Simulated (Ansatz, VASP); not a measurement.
# AlN: VASP beside Ansatz

```
CELL_PARAMETERS angstrom
4.36799 0.00000 0.00000
0.00000 -4.36799 0.00000
0.00000 0.00000 -4.36799
ATOMIC_POSITIONS crystal
Al 0.02428 0.47572 0.50000
Al 0.50000 0.00000 0.50000
Al 0.50000 0.50000 0.00000
Al 0.00000 0.00000 0.00000
N 0.75000 0.75000 0.75000
N 0.25000 0.25000 0.75000
N 0.25000 0.75000 0.25000
N 0.75000 0.25000 0.25000
```

Alike in both runs: task single point; functional r2SCAN; k mesh 6 × 6 × 6; occupations gaussian, width 0.05 eV; no spin polarisation.

|  | VASP | Ansatz |
| --- | --- | --- |
| version | VASP 6.6.1 | Ansatz 0.2.0 |
| potentials or method | VASP PAW PBE potentials, release 64 (Al, N), cutoff 520 eV | scalar-relativistic, plane waves, PAW |
| valence electrons in the cell | 32 | 32 |

```tsv
	VASP	Ansatz	Ansatz less VASP
gap on the k mesh at the Fermi level (eV)	3.34	3.35	+0.006
least direct gap on the mesh (eV)	3.34	3.35	+0.006
pressure (GPa)	0.7	1.1	+0.38
traceless stress, the component that is largest in VASP (GPa)	-1.94	-1.90	+0.044
rms of the force components (eV/Å)	0.820	0.813	-0.0071
```

VASP's potentials were made for PBE, not for r2SCAN. Atom by atom the forces differ by 0.009 eV/Å (rms over components).
